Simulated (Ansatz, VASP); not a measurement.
One calculation of Li, two programs

```
CELL_PARAMETERS angstrom
-1.55964 1.55964 1.55964
1.55964 -1.55964 1.55964
1.55964 1.55964 -1.55964
ATOMIC_POSITIONS crystal
Li 0.00000 0.00000 0.00000
```

Change from the starting cell: volume scaled by 0.75, PAW files.

Alike in both runs: task single point; functional PBE; k mesh 17 × 17 × 17; occupations fermi-dirac, width 0.1 eV; no spin polarisation.

|  | VASP | Ansatz |
| --- | --- | --- |
| version | VASP 6.6.1 | Ansatz 0.2.0 |
| potentials or method | VASP PAW PBE potentials, release 64 (Li_sv) | PAW with Ansatz's default frozen-core files, scalar-relativistic |
| plane-wave cutoff (eV) | 750 | 420 |
| valence electrons in the cell | 3 | 3 |

Ansatz gave:

- pressure (GPa): 6.5

Question: What did VASP give for the same quantities?

Answer: Pressure (GPa): 6.3.
